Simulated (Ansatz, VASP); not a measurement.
# NaI: VASP beside Ansatz

```xyz
2
Lattice="4.1157 0.0000 0.0000 0.0000 4.0405 0.0000 0.0000 0.0000 4.0405" Properties=species:S:1:pos:R:3 pbc="T T T"
Na    0.0000    0.0000    0.0000
I     2.0578    2.0203    2.0203
```

Change from the starting cell: uniaxial_x strain +1.9%.

Alike in both runs: task single point; functional PBE; k mesh 6 × 6 × 6; occupations fermi-dirac, width 0.02 eV; no spin polarisation.

|  | VASP | Ansatz |
| --- | --- | --- |
| version | VASP 6.6.1 | Ansatz 0.2.0 |
| potentials or method | VASP PAW PBE potentials, release 64 (Na_pv, I) | plane waves, PAW |
| plane-wave cutoff (eV) | 520 | 420 |
| valence electrons in the cell | 14 | 26 |

|  | VASP | Ansatz | Ansatz less VASP |
| --- | --- | --- | --- |
| gap on the k mesh at the Fermi level (eV) | 2.23 | 2.23 | +0.002 |
| pressure (GPa) | 0.0 | 0.0 | -0.01 |
| traceless stress, the component that is largest in VASP (GPa) | -0.57 | -0.57 | 0.000 |

VASP's potentials hold 14 valence electrons a cell and Ansatz's 26, so a difference there can come from the potentials and not from the codes.

Spin-orbit coupling is off throughout.
